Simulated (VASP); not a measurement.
A run of VASP 6.6.1 is set up as follows.

INCAR

```
SYSTEM = Sr
PREC     = Accurate       ! precision mode
ENCUT    = 520            ! plane-wave cutoff, eV
EDIFF    = 1E-6           ! SCF threshold, eV
ISMEAR   = 0              ! smearing method
SIGMA    = 0.15           ! smearing width, eV
LREAL    = .FALSE.        ! projectors in reciprocal space
LASPH    = .TRUE.         ! aspherical terms in the spheres
NELM     = 60             ! most SCF steps
ALGO     = Fast           ! electronic algorithm
ISIF     = 2              ! what is computed and relaxed
LWAVE    = .FALSE.        ! write WAVECAR
LCHARG   = .FALSE.        ! write CHGCAR
GGA      = PS             ! functional
NBANDS   = 11             ! bands
```

KPOINTS

```
regular mesh
0
G
  14 14 14
  0 0 0
```

File POSCAR:

```
Sr
1.0
   -2.3522500000      2.3522500000      2.3886250000
    2.3522500000     -2.3522500000      2.3886250000
    2.3522500000      2.3522500000     -2.3886250000
Sr
1
Direct
    0.0000000000      0.0000000000      0.0000000000
```

Potentials or basis: VASP PAW PBE potentials, release 64 (Sr_sv).

Run with:

```console
$ cat potpaw_PBE.64/Sr_sv/POTCAR > POTCAR
$ mpirun -np 1 vasp_std > vasp.out
```

Q: What does it give for the band gap on the k mesh?

A: Zero (bands 5 and 6 overlap by 0.45 eV).

Q: Predict the pressure.

A: -0.4 GPa.

Caveat: the cell differs from its parent crystal (strain -0.030 along x and y, -0.015 along z); the PAW data sets were made with another functional, which shifts forces and pressure a little.
